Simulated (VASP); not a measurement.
# HfN (I4/mmm) in VASP: a series of runs

HfN is run at these levels: PBEsol; tasks: single point.

Program: VASP 6.6.1. These are calculated values, not measurements. Logs are shortened: lines on timing, memory, paths and dates and some standing lists are left out, and cuts for length are marked.

## (1) The cell of the first run

It takes space group I4/mmm (No. 139, tetragonal). The conventional cell has a = 3.163 Å, b = 3.163 Å, c = 4.518 Å, α = 90.00°, β = 90.00°, γ = 90.00°. Within 3.0 Å of Hf (site symmetry 4/mmm) lie 6 N at 2.24 to 2.26 Å. Within 3.0 Å of N (site symmetry 4/mmm) lie 6 Hf at 2.24 to 2.26 Å.

## (2) Single point, PBEsol (equal xx and yy strain of -1 %)

Contents of INCAR:

```
PREC     = Accurate       # precision mode
ENCUT    = 600            # plane-wave cutoff, eV
EDIFF    = 1E-6           # SCF threshold, eV
ISMEAR   = -1             # smearing method
SIGMA    = 0.01           # smearing width, eV
LREAL    = F              # projectors in reciprocal space
LASPH    = T              # aspherical terms in the spheres
NELM     = 120            # most SCF steps
ALGO     = Normal         # electronic algorithm
ISIF     = 2              # what is computed and relaxed
LWAVE    = F              # write WAVECAR
LCHARG   = F              # write CHGCAR
GGA      = PS             # functional
NBANDS   = 14             # bands
GGA_COMPAT= F
```

Contents of KPOINTS:

```
regular mesh
0
Gamma
  10 10 10
```

Contents of POSCAR:

```
HfN
1.0
    0.0000000000      2.2364100000      2.2590000000
    2.2364100000      0.0000000000      2.2590000000
    2.2364100000      2.2364100000      0.0000000000
Hf N
1 1
Direct
    0.0000000000      0.0000000000      0.0000000000
    0.5000000000      0.5000000000      0.5000000000
```

Potentials or basis: VASP PAW PBE potentials, release 64 (Hf_pv, N).

On the command line:

```console
$ cat potpaw_PBE.64/Hf_pv/POTCAR potpaw_PBE.64/N/POTCAR > POTCAR
$ mpirun -np 1 vasp_std > vasp.out
```

OUTCAR:

```text
PREC = Accurate
   ENCUT = 600
   EDIFF = 1E-6
   ISMEAR = -1
   LREAL = F
   LASPH = T
   NELM = 120
   ISIF = 2
   GGA = PS

 ion  position               nearest neighbor table
   1  0.000  0.000  0.000-   2 2.24   2 2.24   2 2.24   2 2.24   2 2.26   2 2.26
   2  0.500  0.500  0.500-   1 2.24   1 2.24   1 2.24   1 2.24   1 2.26   1 2.26

  LATTYP: Found a body centered tetragonal cell.
 ALAT       =     3.1627613530
 C/A-ratio  =     1.4284985479

  Lattice vectors:

 A1 = (  -2.2364100000,   0.0000000000,   2.2590000000)
 A2 = (   2.2364100000,   0.0000000000,   2.2590000000)
 A3 = (   0.0000000000,   2.2364100000,  -2.2590000000)

Analysis of symmetry for initial positions (statically):
=====================================================================
 Subroutine PRICEL returns:
 Original cell was already a primitive cell.

 Routine SETGRP: Setting up the symmetry group for a
 body centered tetragonal supercell.

 Subroutine GETGRP returns: Found 16 space group operations
 (whereof 16 operations were pure point group operations)
 out of a pool of 16 trial point group operations.

The static configuration has the point symmetry D_4h.

Analysis of symmetry for dynamics (positions and initial velocities):
=====================================================================
 Subroutine PRICEL returns:
 Original cell was already a primitive cell.

 Routine SETGRP: Setting up the symmetry group for a
 body centered tetragonal supercell.

 Subroutine GETGRP returns: Found 16 space group operations
 (whereof 16 operations were pure point group operations)
 out of a pool of 16 trial point group operations.

The dynamic configuration has the point symmetry D_4h.

 Subroutine INISYM returns: Found 16 space group operations
 (whereof 16 operations are pure point group operations),
 and found     1 'primitive' translations

----------------------------------------------------------------------------------------

                                     Primitive cell

  volume of cell :      22.5969

  direct lattice vectors                    reciprocal lattice vectors
     0.000000000  2.236410000  2.259000000    -0.223572601  0.223572601  0.221336875
     2.236410000  0.000000000  2.259000000     0.223572601 -0.223572601  0.221336875
     2.236410000  2.236410000  0.000000000     0.223572601  0.223572601 -0.221336875

  length of vectors
     3.178775029  3.178775029  3.162761353     0.385952624  0.385952624  0.385952624

  position of ions in fractional coordinates (direct lattice)
[... 84 lines left out ...]
   NFREE  =      0    steps in history (QN), initial steepest desc. (CG)
   ISIF   =      2    stress and relaxation
   ISYM   =      2    0-nonsym 1-usesym 2-fastsym
   POTIM  = 0.5000    time-step for ionic-motion
   TEBEG  =    0.0;   TEEND  =   0.0 temperature during run
   PSTRESS=    0.0 pullay stress
   NELECT =      15.0000    total number of electrons
   NUPDOWN=      -1.0000    fix difference up-down
   EMIN   =  10.00;   EMAX   =-10.00  energy-range for DOS
   EFERMI =   0.00;   METHOD = LEGACY
   ISMEAR =    -1;   SIGMA  =   0.01  broadening in eV -4-tet -1-fermi 0-gaus
   EFERMI_NEDOS =   21; number of points for ismear=-14 and -15
   IALGO  =     38    algorithm
   IMIX   =      4    mixing-type and parameters
     AMIX     =   0.40;   BMIX     =  1.00
     AMIX_MAG =   1.60;   BMIX_MAG =  1.00
  volume/ion in A,a.u.               =      11.30        76.25
  Fermi-wavevector in a.u.,A,eV,Ry     =   1.428090  2.698699 27.748277  2.039441
  Thomas-Fermi vector in A             =   2.548189
   LORBIT       =      0    0 simple, 1 ext, 2 COOP (PROOUT), +10 PAW based schemes
   GGA     = PS    functional components
   LHFCALC =     F    Hartree Fock is set to
   AEXX    =    0.0000 exact exchange contribution
   IVDW    =     0    specifies the selected vdW correction
   LEPSILON=     F    determine dielectric tensor
   LRPA    =     F    only Hartree local field effects (RPA)
 non-spin polarized calculation
  energy-cutoff  :      600.00
  volume of cell :       22.60
 maximum number of plane-waves:       765
 NGX is ok and might be reduce to    28
   NGX = 13   NGY = 13   NGZ = 13

 number of electron      15.0000002 magnetization

 Free energy of the ion-electron system (eV)
  ---------------------------------------------------
  ext. energy  EPLUGINS =         0.00000000
  ---------------------------------------------------
  free energy    TOTEN  =       -22.98557671 eV

  energy without entropy =      -22.98516496  energy(sigma->0) =      -22.98537083

 E-fermi :   8.3994     XC(G=0): -12.9989

 val. band max:        8.3967837751   @ k =  -0.1000   0.0000   0.1000
 cond. band min:       8.4121035641   @ k =  -0.4000   0.3000   0.0000
 fundamental gap:      0.0153197890
 Fermi energy:         8.3993735468

 k-point     1 :       0.0000    0.0000    0.0000
  band No.  band energies     occupation
      1     -22.6010      2.00000
      2     -22.5939      2.00000
      3     -22.5939      2.00000
      4      -9.1846      2.00000
      5       5.3316      2.00000
      6       5.3836      2.00000
      7       5.3836      2.00000
      8       7.9189      2.00000
      9       8.0373      2.00000
     10       8.0373      2.00000
     11      10.1435      0.00000
     12      10.4496      0.00000
     13      10.5391      0.00000
     14      17.9671      0.00000
[... 377 lines left out ...]
      1     -23.3291      2.00000
      2     -22.8764      2.00000
      3     -22.8410      2.00000
      4      -7.7543      2.00000
      5       1.7192      2.00000
      6       3.7511      2.00000
      7       4.2794      2.00000
      8       5.8670      2.00000
      9      12.5913      0.00000
     10      13.1106      0.00000
     11      13.2346      0.00000
     12      13.4253      0.00000
     13      17.6135      0.00000
     14      19.8239      0.00000

 [... further k-points ...]
[... 5 lines left out ...]
  --------------------------------------------------------------------------------------
  -------------------------------------------------------------------------------------
  Total        0.2610939      0.2610939     -0.3342491      0.0000000     -0.0000000      0.0000000
  in kB       18.5122074     18.5122074    -23.6990955      0.0000000     -0.0000000      0.0000000
  external PRESSURE =       4.4417731 kB  Pullay stress =       0.0000000 kB

 VOLUME and BASIS-vectors are now :
 -----------------------------------------------------------------------------
  energy-cutoff  :      600.00
  volume of cell :       22.60
      direct lattice vectors                 reciprocal lattice vectors
     0.000000000  2.236410000  2.259000000    -0.223572601  0.223572601  0.221336875
     2.236410000  0.000000000  2.259000000     0.223572601 -0.223572601  0.221336875
     2.236410000  2.236410000  0.000000000     0.223572601  0.223572601 -0.221336875

 POSITION                                       TOTAL-FORCE (eV/Angst)
 -----------------------------------------------------------------------------------
      0.00000      0.00000      0.00000        -0.000000     -0.000000     -0.000000
      2.23641      2.23641      2.25900         0.000000      0.000000      0.000000
 -----------------------------------------------------------------------------------
    total drift:                                0.000000      0.000000      0.000000

  FREE ENERGIE OF THE ION-ELECTRON SYSTEM (eV)
  ---------------------------------------------------
  free  energy   TOTEN  =       -22.9855767087 eV

  energy  without entropy=      -22.9851649567  energy(sigma->0) =      -22.98537083
```

OSZICAR:

```text
N       E                     dE             d eps       ncg     rms          rms(c)
DAV:   1     0.432503975306E+02    0.43250E+02   -0.84383E+03  2856   0.113E+03
DAV:   2    -0.233986331931E+02   -0.66649E+02   -0.62159E+02  3772   0.261E+02
DAV:   3    -0.257092286904E+02   -0.23106E+01   -0.22986E+01  3372   0.405E+01
DAV:   4    -0.257181426332E+02   -0.89139E-02   -0.89099E-02  3384   0.281E+00
DAV:   5    -0.257181952569E+02   -0.52624E-04   -0.52622E-04  3424   0.197E-01    0.523E+01
DAV:   6    -0.230970053661E+02    0.26212E+01   -0.71463E+00  3294   0.217E+01    0.430E+01
DAV:   7    -0.230156787780E+02    0.81327E-01   -0.46134E-01  3618   0.601E+00    0.262E+01
DAV:   8    -0.229906644568E+02    0.25014E-01   -0.97207E-02  3330   0.274E+00    0.547E+00
DAV:   9    -0.229856897186E+02    0.49747E-02   -0.11950E-02  3336   0.922E-01    0.204E+00
DAV:  10    -0.229856124061E+02    0.77313E-04   -0.91611E-04  3828   0.280E-01    0.481E-01
DAV:  11    -0.229855782216E+02    0.34185E-04   -0.70513E-05  3596   0.853E-02    0.918E-02
DAV:  12    -0.229855769148E+02    0.13068E-05   -0.69478E-06  3642   0.228E-02    0.234E-02
DAV:  13    -0.229855767087E+02    0.20616E-06   -0.11891E-07  1962   0.348E-03
   1 F= -.22985577E+02 E0= -.22985371E+02  d E =-.411752E-03
```

Run time: 25 s. Hardware: 1 thread of AMD EPYC 9R45 (Zen 5), shared host; peak memory 0.16 GiB.

What came out:

```
Free energy : -22.9856 eV
Pressure    : 0.4 GPa
```

Levels at points of the mesh, in eV from the Fermi level:
```csv
k point,band 5,band 6,band 7,band 8,band 9,band 10,band 11,band 12
"(0.00, 0.00, 0.00)",-3.07,-3.02,-3.02,-0.48,-0.36,-0.36,1.74,2.05
"(0.50, 0.00, 0.00)",-9.04,-6.31,-6.30,3.37,3.76,3.84,4.49,8.96
"(0.50, 0.50, 0.00)",-5.48,-3.94,-3.66,-3.66,4.18,5.69,5.69,5.84
"(0.50, 0.00, 0.50)",-5.37,-3.96,-3.73,-3.68,4.17,5.61,5.76,5.84
```

Caveat: the cell differs from its parent crystal (equal xx and yy strain of -1 %); the PAW data sets were made with another functional, which shifts forces and pressure a little; spin-orbit coupling is left out, which moves the levels of the heavy elements.

## (3) Single point, PBEsol (zz strain of +1 %)

Contents of INCAR:

```
SYSTEM = HfN
ALGO = Normal
EDIFF = 1E-6
ENCUT = 600
GGA = PS
GGA_COMPAT = .False.
ISIF = 2
ISMEAR = -1
LASPH = .True.
LCHARG = .False.
LREAL = .False.
LWAVE = .False.
NBANDS = 14
NELM = 120
PREC = Accurate
SIGMA = 0.01
```

Contents of KPOINTS:

```
k-points
0
Gamma
  10 10 10
  0 0 0
```

Contents of POSCAR:

```
HfN
1.0
    0.0000000000      2.2590000000      2.2815900000
    2.2590000000      0.0000000000      2.2815900000
    2.2590000000      2.2590000000      0.0000000000
Hf N
1 1
Direct
    0.0000000000      0.0000000000      0.0000000000
    0.5000000000      0.5000000000      0.5000000000
```

Potentials or basis: VASP PAW PBE potentials, release 64 (Hf_pv, N).

On the command line:

```console
$ cat potpaw_PBE.64/Hf_pv/POTCAR potpaw_PBE.64/N/POTCAR > POTCAR
$ mpirun -np 1 vasp_std > vasp.out
```

Wall time 26 s (1 thread of AMD EPYC 9R45 (Zen 5), shared host); peak memory 0.16 GiB.

It converged, with:

```yaml
Free_energy: -22.9702 eV
Pressure: -7.8 GPa
```

Stress tensor (GPa, compression positive):
```
 -6.64   0.00   0.00
  0.00  -6.64   0.00
  0.00   0.00 -10.24
```

Levels at points of the mesh, in eV from the Fermi level:
```csv
k point,band 4,band 5,band 6,band 7,band 8,band 9,band 10,band 11,band 12,band 13
"(0.00, 0.00, 0.00)",-17.40,-3.03,-2.98,-2.98,-0.46,-0.34,-0.34,1.57,1.96,1.98
"(0.50, 0.00, 0.00)",-14.68,-8.87,-6.15,-6.14,3.23,3.61,3.68,4.33,8.61,8.85
"(0.50, 0.50, 0.00)",-16.30,-5.48,-3.80,-3.64,-3.64,4.02,5.45,5.45,5.48,7.72
"(0.50, 0.00, 0.50)",-16.29,-5.38,-3.82,-3.71,-3.67,4.01,5.38,5.48,5.53,7.83
```

Caveat: the cell differs from its parent crystal (zz strain of +1 %); the PAW data sets were made with another functional, which shifts forces and pressure a little; spin-orbit coupling is left out, which moves the levels of the heavy elements.
